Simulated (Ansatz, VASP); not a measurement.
**BeTe: VASP beside Ansatz**

File POSCAR:

```
BeTe
1.0
    3.3650594837      0.0000000000      0.0000000000
    0.0000000000      3.3650594837      0.0000000000
    0.0000000000      0.0000000000      3.3650594837
Be Te
1 1
Direct
    0.0000000000      0.0000000000      0.0000000000
    0.5000000000      0.5000000000      0.5000000000
```

File INCAR.step1:

```
SYSTEM = BeTe
PREC = Accurate ; ENCUT = 520
EDIFF = 1E-5 ; ISMEAR = 1
SIGMA = 0.001 ; LREAL = .FALSE.
LASPH = .TRUE. ; NELM = 100
ALGO = Normal ; ISIF = 2
LWAVE = .TRUE. ; LCHARG = .FALSE.
GGA = PE ; NBANDS = 11
```

Contents of INCAR.step2:

```
SYSTEM = BeTe
PREC = Accurate ; ENCUT = 520
EDIFF = 1E-6 ; ISMEAR = 1
SIGMA = 0.001 ; LREAL = .FALSE.
LASPH = .TRUE. ; NELM = 100
ALGO = Normal ; ISIF = 2
LWAVE = .FALSE. ; LCHARG = .FALSE.
GGA = PE ; LHFCALC = .TRUE.
HFSCREEN = 0.2079 ; PRECFOCK = Normal
ISTART = 1 ; NBANDS = 11
```

The input KPOINTS:

```
regular mesh
0
G
  4 4 4
  0 0 0
```

Input for Ansatz:

```yaml
crystal:
  lattice:
    - [3.3650594837, 0.0, 0.0]
    - [0.0, 3.3650594837, 0.0]
    - [0.0, 0.0, 3.3650594837]
  atoms:
    - { symbol: Be, position: [0.0, 0.0, 0.0] }
    - { symbol: Te, position: [0.5, 0.5, 0.5] }
kpoints:
  mp_grid: { grid: [4, 4, 4] }
hamiltonian:
  xc: hse06
scf:
  occupations: { method: cold, width: 0.001 }
  n_extra_bands: 4
output:
  forces: true
  stress: true
  eigenvalues: true
```

Alike in both runs: task single point; functional HSE06; k mesh 4 × 4 × 4; no spin polarisation.

```csv
,VASP,Ansatz
version,VASP 6.6.1,Ansatz 0.2.0
potentials or method,"VASP PAW PBE potentials, release 64 (Be, Te)",plane waves
plane-wave cutoff (eV),520,420
occupations,"methfessel-paxton of order 1, width 0.001 eV","cold, width 0.001 eV"
valence electrons in the cell,8,18
```

```csv
,VASP,Ansatz,Ansatz less VASP
pressure (GPa),-3.2,-2.7,+0.47
```

VASP's potentials hold 8 valence electrons a cell and Ansatz's 18, so a difference there can come from the potentials and not from the codes. Ansatz's warnings: filled band counts differ across k points, stress exchange threshold loose, stress scf threshold loose.

The k mesh is coarse, so the values compare programs but aren't converged. Neither program's run includes spin-orbit coupling.
